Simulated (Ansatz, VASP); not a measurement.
**Te: VASP beside Ansatz**

```
Te
1.0
     5.01106   -0.36011   -0.16399
     0.41520    5.88701   -0.58473
     0.06225   -2.47936    5.56698
Te
4
Direct
  0.31132 0.37769 0.95255
  0.80677 0.58344 0.60221
  0.98478 0.14700 0.17680
  0.47999 0.81302 0.37966
```

Alike in both runs: functional PBE; k mesh 4 × 4 × 4; occupations gaussian, width 0.1 eV; no spin polarisation.

Ansatz relaxed the structure, and its values are those at the end. VASP's run is a single point on that final structure, the one shown.

|  | VASP | Ansatz |
| --- | --- | --- |
| version | VASP 6.6.1 | Ansatz 0.2.0 |
| potentials or method | VASP PAW PBE potentials, release 64 (Te), cutoff 520 eV | scalar-relativistic, plane waves, PAW |
| valence electrons in the cell | 24 | 64 |

Ansatz gave:

- gap on the k mesh at the Fermi level (eV): 0.26
- least direct gap on the mesh (eV): 0.57
- pressure (GPa): 0.0
- rms of the force components (eV/Å): 0.015

Q: Estimate VASP's values.

A: gap on the k mesh at the Fermi level (eV): 0.26; least direct gap on the mesh (eV): 0.57; pressure (GPa): 0.0; rms of the force components (eV/Å): 0.018.

The functional is the same, so the differences come from potentials, cutoffs and numerics. VASP's potentials hold 24 valence electrons a cell and Ansatz's 64, so a difference there can come from the potentials and not from the codes.

Spin-orbit coupling is off throughout.
